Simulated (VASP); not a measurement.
Crystal: Te.

```
Te
1.0
     3.39927   -2.24666    0.00000
     3.39927    2.24666    0.00000
     0.00000    0.00000    9.16467
Te
4
Cartesian
  3.3993 -1.5727 1.0723
  3.3993 -0.6740 5.6546
  3.3993 1.5727 8.0924
  3.3993 0.6740 3.5101
```

* Program: VASP 6.6.1
* Task: relaxation of cell and atoms
* Functional: PBE
* Potentials or basis: VASP PAW PBE potentials, release 64 (Te)
* Cutoff: 600 eV
* k mesh: 4 × 4 × 2
* Occupations: gaussian, width 0.1 eV
* Spin: no spin polarisation

At the start: pressure 4.1 GPa; volume 35.00 Å³/atom.

**Question.** Where does the relaxation end?

**Answer.** Over 54 steps the energy falls by 349.4 meV/atom and the volume is 38.21 Å³/atom (+9.2 %); space group Cmce (No. 64, to 0.1 Å) before, I4/mmm (No. 139, to 0.1 Å).

Step by step:
```
step  energy change (eV)  largest force (eV/Å)  pressure (GPa)  volume (Å³)
   1              0.0000                1.8215            4.11       139.98
   3             -0.2588                0.1859           -0.82       148.01
   5             -0.2599                0.2451           -0.54       147.39
   7             -0.3575                0.4801            0.48       139.47
   9             -0.4318                0.7309            2.33       132.22
  11             -0.4443                0.7460            3.23       129.84
  13             -0.4727                0.7085            3.99       128.28
  15             -0.4794                0.6846            4.57       127.31
  17             -0.5775                0.5122            3.79       129.35
  19             -0.7579                0.3878            2.15       138.63
  21             -0.8213                0.1395           -0.09       144.67
  23             -0.9036                0.1849            0.18       147.46
  25             -0.9639                0.4734            1.26       152.53
  27             -1.0446                0.5015           -0.20       161.87
  29             -1.0662                0.4423           -1.10       170.33
  31             -1.1648                0.4442           -0.91       179.24
  33             -1.2163                0.3545           -0.61       186.50
  35             -1.3254                0.2342            0.71       183.08
  37             -1.3541                0.0999           -0.22       187.20
  39             -1.3585                0.0248            0.03       185.36
  41             -1.3606                0.0231           -0.17       184.97
  43             -1.3613                0.0407           -0.04       183.20
  45             -1.3670                0.0291            0.00       178.45
  47             -1.3900                0.0248            0.21       157.30
  49             -1.3928                0.0293            0.12       155.47
  51             -1.3952                0.0344            0.00       152.73
  53             -1.3974                0.0201            0.10       152.86
  54             -1.3978                0.0239            0.07       152.83
```

Final structure:
```
Te
1.0
     4.25346   -2.12186    0.00000
     4.25346    2.12186    0.00000
     0.00000    0.00000    8.46684
Te
4
Direct
  0.75112 0.24888 0.12499
  0.74888 0.25112 0.62499
  0.24888 0.75112 0.87501
  0.25112 0.74888 0.37501
```

Caveat: the k points lie up to 0.41 Å⁻¹ apart in the final cell, too coarse for converged energies and pressures of a metal; a cell axis changed by over 15 % at a fixed basis, so the end point is rough.
